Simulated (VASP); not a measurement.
La2O3: single point with PBE+D4

The system is La2O3.

```
La O
1.0
     3.98251    0.00000    0.00000
    -1.99125    3.44895    0.00000
     0.00000    0.00000    6.19238
La O
2 3
Cartesian
  1.9913 1.1496 4.6676
  0.0000 2.2993 1.5248
  1.9913 1.1496 2.1928
  0.0000 2.2993 3.9996
  0.0000 0.0000 0.0000
```

| Property | Result |
| --- | --- |
| Program | VASP 6.6.1 |
| Task | single point |
| Functional | PBE |
| Dispersion | D4 |
| Potentials or basis | VASP PAW PBE potentials, release 64 (La, O) |
| Cutoff | 520 eV |
| k mesh | 12 × 12 × 4 |
| Occupations | gaussian, width 0.01 eV |
| Spin | no spin polarisation |
| Dipole correction | no |
| Further INCAR settings | ALGO = Normal; EDIFF = 1e-06; NBANDS = 28 |

| Item | Value |
| --- | --- |
| Pressure | -5.9 GPa |
| Largest force | 0.320 eV/Å |
| Band gap on the k mesh | 3.80 eV (least direct gap 3.98 eV) |
| Dispersion energy per atom | -0.248 eV |

Forces on the atoms (eV/Å):
```
La   0.000  0.000 -0.320
La   0.000  0.000  0.320
O    0.000  0.000 -0.063
O    0.000  0.000  0.063
O    0.000  0.000  0.000
```

Stress tensor (GPa, compression positive):
```
-6.45  0.00  0.00
 0.00 -6.45  0.00
 0.00  0.00 -4.84
```

Levels at points of the mesh, in eV from the valence-band top:
```tsv
k point	band 18	band 19	band 20	band 21	band 22	band 23
(0.00, 0.00, 0.00)	-0.33	-0.33	-0.06	4.21	4.49	4.49
(0.50, 0.00, 0.00)	-0.62	-0.43	-0.26	3.80	4.58	4.98
(0.00, 0.00, 0.50)	-0.71	-0.26	-0.26	4.56	4.59	4.59
(0.50, 0.00, 0.50)	-0.64	-0.37	0.00	4.29	4.53	4.89
```

It took 3.1 min on 1 thread of Intel(R) Xeon(R) Platinum 8488C (Sapphire Rapids), on a shared host, peak memory 0.31 GiB.

Caveat: the cell stands under tension; spin-orbit coupling is left out, which moves the levels of the heavy elements. A k mesh can miss the band edges.
